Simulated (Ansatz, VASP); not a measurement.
## Two plane-wave programs on ZnO

```
Zn O
1.0
     3.27918   -0.00005   -0.00066
    -1.63963    2.84142    0.00020
    -0.00214   -0.00049   10.58470
Zn O
4 4
Direct
  0.33339 0.66674 0.00074
  0.33341 0.66673 0.50073
  0.66669 0.33329 0.25074
  0.66666 0.33328 0.75074
  0.33337 0.66679 0.19032
  0.33337 0.66679 0.69031
  0.66655 0.33319 0.44031
  0.66655 0.33319 0.94032
```

Change from the starting cell: cell x2, atoms moved at random (sigma 0.05 Å) and cell strained at random (1.5 %), then relaxed without symmetry.

Alike in both runs: functional PBE; k mesh 6 × 6 × 2; occupations gaussian, width 0.1 eV; no spin polarisation.

Ansatz relaxed the structure, and its values are those at the end. VASP's run is a single point on that final structure, the one shown.

```csv
,VASP,Ansatz
version,VASP 6.6.1,Ansatz 0.2.0
potentials or method,"VASP PAW PBE potentials, release 64 (Zn, O), cutoff 520 eV","scalar-relativistic, plane waves, PAW"
valence electrons in the cell,72,72
```

Ansatz gave:

```
gap on the k mesh at the Fermi level (eV) : 0.74
least direct gap on the mesh (eV)         : 0.74
pressure (GPa)                            : 0.0
```

Task: What did VASP give for the same quantities?

Result: gap on the k mesh at the Fermi level (eV): 0.73; least direct gap on the mesh (eV): 0.73; pressure (GPa): 0.9.

With one functional, cell and mesh, what is left measures potentials, basis and numerics.
